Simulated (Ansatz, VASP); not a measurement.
## One calculation of CaIn2As2, two programs

```xyz
10
Lattice="4.1722 0.0000 0.0000 -2.0861 3.6132 0.0000 0.0000 0.0000 17.8285" Properties=species:S:1:pos:R:3 pbc="T T T"
In    0.0000    2.4088    3.0570
In    2.0861    1.2044   11.9713
In    0.0000    2.4088    5.8573
In    2.0861    1.2044   14.7715
As    0.0000    2.4088   10.7471
As    2.0861    1.2044    1.8328
As    0.0000    2.4088   15.9957
As    2.0861    1.2044    7.0814
Ca    0.0000    0.0000    0.0000
Ca    0.0000    0.0000    8.9143
```

Alike in both runs: functional r2SCAN; k mesh 7 × 7 × 2; no spin polarisation.

Ansatz relaxed the structure, and its values are those at the end. VASP's run is a single point on that final structure, the one shown.

|  | VASP | Ansatz |
| --- | --- | --- |
| version | VASP 6.6.1 | Ansatz 0.2.0 |
| potentials or method | VASP PAW PBE potentials, release 64 (In_d, As, Ca_sv), cutoff 520 eV | PAW plane waves |
| occupations | methfessel-paxton of order 1, width 0.1949 eV | cold, width 0.1949 eV |
| valence electrons in the cell | 92 | 132 |

Ansatz gave:

- pressure (GPa): -0.1
- rms of the force components (eV/Å): 0.003

Question: What did VASP give for the same quantities?

Answer: Pressure (GPa): 0.0; rms of the force components (eV/Å): 0.006.

VASP's potentials were made for PBE, not for r2SCAN. VASP's potentials hold 92 valence electrons a cell and Ansatz's 132, so a difference there can come from the potentials and not from the codes. Ansatz's warnings: smearing energy in gap, stress scf threshold loose, structure snapped to symmetry.
